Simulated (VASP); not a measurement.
Write the native input for VASP 6.6.1 that does the following.

```yaml
Task: single point
Functional: PBE
Potentials_or_basis: VASP PAW PBE potentials, release 64 (Si)
Cutoff: 520 eV
k_mesh: 16 × 16 × 11
Occupations: fermi-dirac, width 0.08 eV
Spin: no spin polarisation
Dipole_correction: no
Further_INCAR_settings: ALGO = Normal; EDIFF = 1e-07; NBANDS = 11; ISYM = 0
```

The structure of Si lies in POSCAR:

```
Si
1.0
   -2.2054392274      2.3205609996      1.2491936984
    2.2054392274     -2.3205609996      1.2491936984
    2.2054392274      2.3205609996     -1.2491936984
Si
2
Direct
    0.8070000000      0.5570000000      0.2500000000
    0.1930000000      0.4430000000      0.7500000000
```

These files were run (other wordings do the same):

INCAR

```
PREC = Accurate
ENCUT = 520
EDIFF = 1E-7
ISMEAR = -1
SIGMA = 0.08
LREAL = F
LASPH = T
NELM = 80
ALGO = Normal
ISIF = 2
LWAVE = F
LCHARG = T
GGA = PE
LELF = T
LVHAR = T
NBANDS = 11
ISYM = 0
```

KPOINTS

```
Automatic mesh
0
Gamma
  16 16 11
```

Potentials or basis: VASP PAW PBE potentials, release 64 (Si).

The run is started by

```bash
$ cat potpaw_PBE.64/Si/POTCAR > POTCAR
$ mpirun -np 1 vasp_std > vasp.out
```

It gave:

```yaml
Pressure: 27.7 GPa
Largest_force: 0.065 eV/Å
Band_gap_on_the_k_mesh: zero (bands 4 and 5 overlap by 7.87 eV)
```

Caveat: the cell stands under pressure.

Run time: 2.5 min on 1 thread of Intel(R) Xeon(R) 6975P-C (Granite Rapids), with other jobs on the host, peak memory 0.41 GiB.
